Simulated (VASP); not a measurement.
# Si4C5 in VASP: single point with PBE

Aim: the single point of Si4C5 with PBE.

All numbers are computed with VASP 6.6.1; they aren't measurements. Logs are shortened: lines on timing, memory, paths and dates and some standing lists are left out, and cuts for length are marked.

## 1. The cell of the first run

The cell holds a slab with vacuum, 9 atoms: a = 3.097 Å, b = 4.379 Å, c = 21.633 Å, α = 90.00°, β = 90.00°, γ = 90.00°.

## 2. Single point, PBE, collinear spin

The input, INCAR:

```
ALGO     = Normal         # electronic algorithm
DIPOL    = 0.5 0.5 0.309
EDIFF    = 1E-7           # SCF threshold, eV
ENCUT    = 520            # plane-wave cutoff, eV
GGA      = PE             # functional
IDIPOL   = 3            
ISIF     = 2              # what is computed and relaxed
ISMEAR   = 0              # smearing method
ISPIN    = 2              # spin polarisation
LASPH    = True           # aspherical terms in the spheres
LCHARG   = False          # write CHGCAR
LDIPOL   = True         
LORBIT   = 11             # projections on sites
LREAL    = False          # projectors in reciprocal space
LWAVE    = False          # write WAVECAR
MAGMOM   = 0 0 0 0 0 0 0 0 2 # initial moments
NBANDS   = 32             # bands
NELM     = 150            # most SCF steps
PREC     = Accurate       # precision mode
SIGMA    = 0.05           # smearing width, eV
```

The input, KPOINTS:

```
k-points
0
Gamma
  9 6 1
```

The input, POSCAR:

```
Si4C5
1.0
    3.0967389913      0.0000000000      0.0000000000
    0.0000000000      4.3794502806      0.0000000000
    0.0000000000      0.0000000000     21.6332076680
Si C
4 5
Direct
    0.5000000000      0.5000000000      0.1849009200
    0.0000000000      0.0000000000      0.2564746561
    0.5000000000      0.4971399428      0.3308417698
    0.0000000000      0.9498901322      0.3879886411
    0.0000000000      0.2500000000      0.1849009200
    0.5000000000      0.7500000000      0.2564746561
    0.0000000000      0.2559422956      0.3296079144
    0.5000000000      0.7547377220      0.3990720101
    0.5000000000      0.7547377220      0.4536177815
```

Potentials or basis: VASP PAW PBE potentials, release 64 (Si, C).

On the command line:

```console
cat potpaw_PBE.64/Si/POTCAR potpaw_PBE.64/C/POTCAR > POTCAR
mpirun -np 1 vasp_std > vasp.out
```

OUTCAR:

```text
EDIFF = 1E-7
   ENCUT = 520
   GGA = PE
   ISIF = 2
   ISMEAR = 0
   ISPIN = 2
   LASPH = True
   LORBIT = 11
   LREAL = False
   NELM = 150
   PREC = Accurate

 ion  position               nearest neighbor table
   1  0.500  0.500  0.185-   5 1.90   5 1.90   6 1.90   2 3.10   2 3.10   2 3.10   2 3.10
   2  0.000  0.000  0.256-   6 1.90   6 1.90   5 1.90   7 1.94   4 2.85   1 3.10   1 3.10   1 3.10
                             1 3.10   3 3.12   3 3.12   3 3.14   3 3.14
   3  0.500  0.497  0.331-   8 1.86   7 1.87   7 1.87   6 1.95   4 2.80   4 2.80   4 3.11   4 3.11
                             2 3.12   2 3.12   2 3.14   2 3.14
   4  0.000  0.950  0.388-   8 1.78   8 1.78   7 1.84   9 2.27   9 2.27   3 2.80   3 2.80   2 2.85
                             3 3.11   3 3.11
   5  0.000  0.250  0.185-   1 1.90   1 1.90   2 1.90
   6  0.500  0.750  0.256-   2 1.90   2 1.90   1 1.90   3 1.95
   7  0.000  0.256  0.330-   4 1.84   3 1.87   3 1.87   2 1.94
   8  0.500  0.755  0.399-   9 1.18   4 1.78   4 1.78   3 1.86
   9  0.500  0.755  0.454-   8 1.18   4 2.27   4 2.27

  LATTYP: Found a simple orthorhombic cell.
 ALAT       =     3.0967389913
 B/A-ratio  =     1.4142135624
 C/A-ratio  =     6.9858027198

  Lattice vectors:

 A1 = (   3.0967389913,   0.0000000000,   0.0000000000)
 A2 = (   0.0000000000,   4.3794502806,   0.0000000000)
 A3 = (   0.0000000000,   0.0000000000,  21.6332076680)

Analysis of symmetry for initial positions (statically):
=====================================================================
 Subroutine PRICEL returns:
 Original cell was already a primitive cell.

 Routine SETGRP: Setting up the symmetry group for a
 simple orthorhombic supercell.

 Subroutine GETGRP returns: Found  2 space group operations
 (whereof  2 operations were pure point group operations)
 out of a pool of  8 trial point group operations.

The static configuration has the point symmetry C_1h.

Analysis of symmetry for dynamics (positions and initial velocities):
=====================================================================
 Subroutine PRICEL returns:
 Original cell was already a primitive cell.

 Routine SETGRP: Setting up the symmetry group for a
 simple orthorhombic supercell.

 Subroutine GETGRP returns: Found  2 space group operations
 (whereof  2 operations were pure point group operations)
 out of a pool of  8 trial point group operations.

The dynamic configuration has the point symmetry C_1h.

Analysis of structural, dynamic, and magnetic symmetry:
=====================================================================
 Subroutine PRICEL returns:
 Original cell was already a primitive cell.

 Routine SETGRP: Setting up the symmetry group for a
 simple orthorhombic supercell.

 Subroutine GETGRP returns: Found  2 space group operations
 (whereof  2 operations were pure point group operations)
 out of a pool of  8 trial point group operations.

The overall configuration has the point symmetry C_1h.

 Subroutine INISYM returns: Found  2 space group operations
 (whereof  2 operations are pure point group operations),
 and found     1 'primitive' translations

----------------------------------------------------------------------------------------

                                     Primitive cell

  volume of cell :     293.3899

  direct lattice vectors                    reciprocal lattice vectors
     3.096738991  0.000000000  0.000000000     0.322920337  0.000000000  0.000000000
     0.000000000  4.379450281  0.000000000     0.000000000  0.228339160  0.000000000
     0.000000000  0.000000000 21.633207668     0.000000000  0.000000000  0.046225230

  length of vectors
     3.096738991  4.379450281 21.633207668     0.322920337  0.228339160  0.046225230

  position of ions in fractional coordinates (direct lattice)
     0.500000000  0.500000000  0.184900920
     0.000000000  0.000000000  0.256474656
     0.500000000  0.497139943  0.330841770
     0.000000000  0.949890132  0.387988641
     0.000000000  0.250000000  0.184900920
     0.500000000  0.750000000  0.256474656
     0.000000000  0.255942296  0.329607914
     0.500000000  0.754737722  0.399072010
     0.500000000  0.754737722  0.453617782

[... 74 lines left out ...]
   LSORBIT =      F    spin-orbit coupling
   LASPH  =      T    aspherical Exc in radial PAW
   ENCUT  =  520.0 eV  38.22 Ry    6.18 a.u.   5.76  8.14 40.22*2*pi/ulx,y,z
   NELM   =    150;   NELMIN=  2; NELMDL= -5     # of ELM steps
   EDIFF  = 0.1E-06   stopping-criterion for ELM
   LREAL  =      F    real-space projection
   EDIFFG = 0.1E-05   stopping-criterion for IOM
   NSW    =      0    number of steps for IOM
   IBRION =     -1    ionic relax: 0-MD 1-quasi-New 2-CG
   NFREE  =      0    steps in history (QN), initial steepest desc. (CG)
   ISIF   =      2    stress and relaxation
   ISYM   =      2    0-nonsym 1-usesym 2-fastsym
   POTIM  = 0.5000    time-step for ionic-motion
   TEBEG  =    0.0;   TEEND  =   0.0 temperature during run
   PSTRESS=    0.0 pullay stress
   NELECT =      36.0000    total number of electrons
   NUPDOWN=      -1.0000    fix difference up-down
   EMIN   =  10.00;   EMAX   =-10.00  energy-range for DOS
   EFERMI =   0.00;   METHOD = LEGACY
   ISMEAR =     0;   SIGMA  =   0.05  broadening in eV -4-tet -1-fermi 0-gaus
   EFERMI_NEDOS =   21; number of points for ismear=-14 and -15
   IALGO  =     38    algorithm
   IMIX   =      4    mixing-type and parameters
     AMIX     =   0.40;   BMIX     =  1.00
     AMIX_MAG =   1.60;   BMIX_MAG =  1.00
  volume/ion in A,a.u.               =      32.60       219.99
  Fermi-wavevector in a.u.,A,eV,Ry     =   0.813506  1.537303  9.004221  0.661792
  Thomas-Fermi vector in A             =   1.923243
   LORBIT       =     11    0 simple, 1 ext, 2 COOP (PROOUT), +10 PAW based schemes
   GGA     = PE    functional components
   LHFCALC =     F    Hartree Fock is set to
   AEXX    =    0.0000 exact exchange contribution
   IVDW    =     0    specifies the selected vdW correction
   LEPSILON=     F    determine dielectric tensor
   LRPA    =     F    only Hartree local field effects (RPA)
 spin polarized calculation
 Gauss-broadening in eV      SIGMA  =   0.05
  energy-cutoff  :      520.00
  volume of cell :      293.39
 maximum number of plane-waves:      7940
 NGX is ok and might be reduce to    24
   NGX = 11   NGY = 17   NGZ = 81

 dipolmoment           0.000000      0.000000     -0.407517 electrons x Angstroem

 number of electron      35.9999998 magnetization       0.6058760

 dipolmoment           0.000000      0.000000      0.098722 electrons x Angstroem

 Free energy of the ion-electron system (eV)
  ---------------------------------------------------
  ext. energy  EPLUGINS =         0.00000000
  ---------------------------------------------------
  free energy    TOTEN  =       -58.41269198 eV

  energy without entropy =      -58.40991502  energy(sigma->0) =      -58.41130350

 E-fermi :  -0.9575     XC(G=0):  -4.3780

 val. band max:       -0.9960146725   @ k =   0.3333   0.3333   0.0000
 cond. band min:      -0.9536203237   @ k =   0.3333   0.5000   0.0000
 fundamental gap:      0.0423943489
 Fermi energy:        -0.9575034704

 spin component 1

 k-point     1 :       0.0000    0.0000    0.0000
  band No.  band energies     occupation
      1     -20.2238      1.00000
      2     -16.9774      1.00000
      3     -14.7928      1.00000
      4     -12.3534      1.00000
      5     -11.7886      1.00000
      6     -10.6477      1.00000
[... 649 lines left out ...]
     29       5.6157      0.00000
     30       6.3704      0.00000
 Fermi energy:        -0.9575034704

 spin component 2

 k-point     1 :       0.0000    0.0000    0.0000
  band No.  band energies     occupation
      1     -20.1815      1.00000
      2     -16.9449      1.00000
      3     -14.7487      1.00000
      4     -12.3161      1.00000
      5     -11.7379      1.00000
      6     -10.5583      1.00000
[... 649 lines left out ...]
     29       5.7395      0.00000
     30       6.4751      0.00000
 [bands above 30 left out]

------------------------ aborting loop because EDIFF is reached ----------------------------------------

 vacuum level on the upper side and lower side of the slab       (xc-potential included)         0.643        -0.641

  FORCE on cell =-STRESS in cart. coord.  units (eV):
  Direction    XX          YY          ZZ          XY          YZ          ZX
  --------------------------------------------------------------------------------------
  -------------------------------------------------------------------------------------
  Total        4.6811409      0.7535129     15.8554857      0.0000000      4.1725669      0.0000000
  in kB       25.5633149      4.1148705     86.5854685      0.0000000     22.7860357      0.0000000
  external PRESSURE =      38.7545513 kB  Pullay stress =       0.0000000 kB

 VOLUME and BASIS-vectors are now :
 -----------------------------------------------------------------------------
  energy-cutoff  :      520.00
  volume of cell :      293.39
      direct lattice vectors                 reciprocal lattice vectors
     3.096738991  0.000000000  0.000000000     0.322920337  0.000000000  0.000000000
     0.000000000  4.379450281  0.000000000     0.000000000  0.228339160  0.000000000
     0.000000000  0.000000000 21.633207668     0.000000000  0.000000000  0.046225230

 POSITION                                       TOTAL-FORCE (eV/Angst)
 -----------------------------------------------------------------------------------
      1.54837      2.18973      4.00000         0.000000     -2.814635      1.007771
      0.00000      0.00000      5.54837         0.000000      0.384121     -1.797247
      1.54837      2.17720      7.15717         0.000000      0.075000     -2.513125
      0.00000      4.16000      8.39344         0.000000      2.468809      0.497014
      0.00000      1.09486      4.00000         0.000000      1.595467      0.181072
      1.54837      3.28459      5.54837         0.000000      0.529637      1.239998
      0.00000      1.12089      7.13048         0.000000     -0.400481      0.765673
      1.54837      3.30534      8.63321         0.000000     -3.061404    -13.994772
      1.54837      3.30534      9.81321         0.000000      1.223485     14.613617
 -----------------------------------------------------------------------------------
    total drift:                                0.000000     -0.000254      0.000498

  FREE ENERGIE OF THE ION-ELECTRON SYSTEM (eV)
  ---------------------------------------------------
  free  energy   TOTEN  =       -58.4126919766 eV

  energy  without entropy=      -58.4099150151  energy(sigma->0) =      -58.41130350

 vacuum level on the upper side and lower side of the slab         5.389         4.072

 total charge

# of ion       s       p       d       tot
------------------------------------------
    1        0.748   0.854   0.000   1.602
    2        0.707   0.915   0.000   1.622
    3        0.712   0.924   0.000   1.636
    4        0.701   1.012   0.000   1.712
    5        0.858   1.525   0.000   2.383
    6        0.844   1.648   0.000   2.492
    7        0.853   1.675   0.000   2.528
    8        0.958   2.030   0.000   2.988
    9        1.023   1.500   0.000   2.523
--------------------------------------------------
tot          7.403  12.083   0.000  19.486

 magnetization (x)

# of ion       s       p       d       tot
------------------------------------------
    1        0.032   0.086   0.000   0.119
    2        0.003   0.002   0.000   0.005
    3        0.011   0.010   0.000   0.021
    4        0.007   0.053   0.000   0.060
    5       -0.001  -0.010   0.000  -0.011
    6        0.004   0.009   0.000   0.013
    7        0.001   0.000   0.000   0.002
    8        0.001   0.021   0.000   0.023
    9        0.008   0.001   0.000   0.009
--------------------------------------------------
tot          0.067   0.172   0.000   0.240
```

Run time: 10 min. Hardware: 1 thread of AMD EPYC 9R14 (Zen 4), shared host; peak memory 0.58 GiB.

Results:

| Quantity | Value |
| --- | --- |
| Free energy | -58.4127 eV |
| Largest force | 14.665 eV/Å |
| Net moment | 0.61 μB per cell |
| Site moments | Si +0.12, +0.01, +0.02, +0.06; C -0.01, +0.01, +0.00, +0.02 (each value once) μB |
| Valence electrons inside the program's atomic spheres | Si 1.60, 1.62, 1.64, 1.71; C 2.38, 2.49, 2.53, 2.99, 2.52 |

Forces in eV/Å, atoms in the order of the input:
```
Si    0.000  -2.815   1.008
Si    0.000   0.384  -1.797
Si    0.000   0.075  -2.513
Si    0.000   2.469   0.497
C     0.000   1.595   0.181
C     0.000   0.530   1.240
C     0.000  -0.400   0.766
C     0.000  -3.061 -13.995
C     0.000   1.223  14.614
```

Levels at points of the mesh, in eV from the Fermi level:
Spin up:
| k point | band 15 | band 16 | band 17 | band 18 | band 19 | band 20 | band 21 | band 22 |
| --- | --- | --- | --- | --- | --- | --- | --- | --- |
| (0.00, 0.00, 0.00) | -2.63 | -1.31 | -1.00 | -0.16 | 0.43 | 0.67 | 1.18 | 2.40 |
| (0.00, 0.50, 0.00) | -2.79 | -1.52 | -1.02 | -0.20 | 0.18 | 1.17 | 2.01 | 2.23 |
Spin down:
| k point | band 14 | band 15 | band 16 | band 17 | band 18 | band 19 | band 20 | band 21 | band 22 | band 23 |
| --- | --- | --- | --- | --- | --- | --- | --- | --- | --- | --- |
| (0.00, 0.00, 0.00) | -3.39 | -2.61 | -1.24 | -0.98 | 0.05 | 0.64 | 1.03 | 1.36 | 2.39 | 2.96 |
| (0.00, 0.50, 0.00) | -3.01 | -2.77 | -1.49 | -0.95 | 0.05 | 0.75 | 1.33 | 2.01 | 2.38 | 3.06 |

Caveat: a moment this small can come from the mesh or the smearing.
